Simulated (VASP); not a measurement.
K2Os:

```
CELL_PARAMETERS angstrom
5.41813 0.00000 0.00000
-2.70907 4.69224 0.00000
0.00000 0.00000 3.44426
ATOMIC_POSITIONS crystal
K 0.33333 0.66667 0.50000
K 0.66667 0.33333 0.50000
Os 0.00000 0.00000 0.00000
```

```yaml
Program: VASP 6.6.1
Task: relaxation of cell and atoms
Functional: PBE
Potentials_or_basis: VASP PAW PBE potentials, release 64 (K_sv, Os)
Cutoff: 600 eV
k_mesh: 12 × 12 × 14
Occupations: gaussian, width 0.1 eV
Spin: no spin polarisation
```

At the start: pressure -1.9 GPa; volume 29.19 Å³/atom.

Where does the relaxation end?

Over 12 steps the energy falls by 367.6 meV/atom and the volume is 25.51 Å³/atom (-12.6 %); space group P6/mmm (No. 191, to 0.1 Å) before and after.

Step by step:
```csv
step,energy change (eV),largest force (eV/Å),pressure (GPa),volume (Å³)
1,0.0000,0.0000,-1.94,87.56
2,-0.5072,0.0000,-2.22,82.86
3,0.7045,0.0000,21.89,65.92
4,-0.7716,0.0000,-2.03,80.22
5,-1.0809,0.0000,1.96,73.44
6,-1.0899,0.0000,0.23,75.14
7,-1.0962,0.0000,0.82,74.49
8,-1.0953,0.0000,1.10,74.20
9,-1.1023,0.0000,0.23,76.21
10,-1.1023,0.0000,0.18,76.35
11,-1.1027,0.0000,-0.12,76.63
12,-1.1029,0.0000,0.00,76.53
```

Final structure:
```
K Os
1.0
     5.72959    0.00000    0.00000
    -2.86480    4.96197    0.00000
     0.00000    0.00000    2.69172
K Os
2 1
Direct
  0.33333 0.66667 0.50000
  0.66667 0.33333 0.50000
  0.00000 0.00000 0.00000
```

Caveat: a cell axis changed by over 15 % at a fixed basis, so the end point is rough.
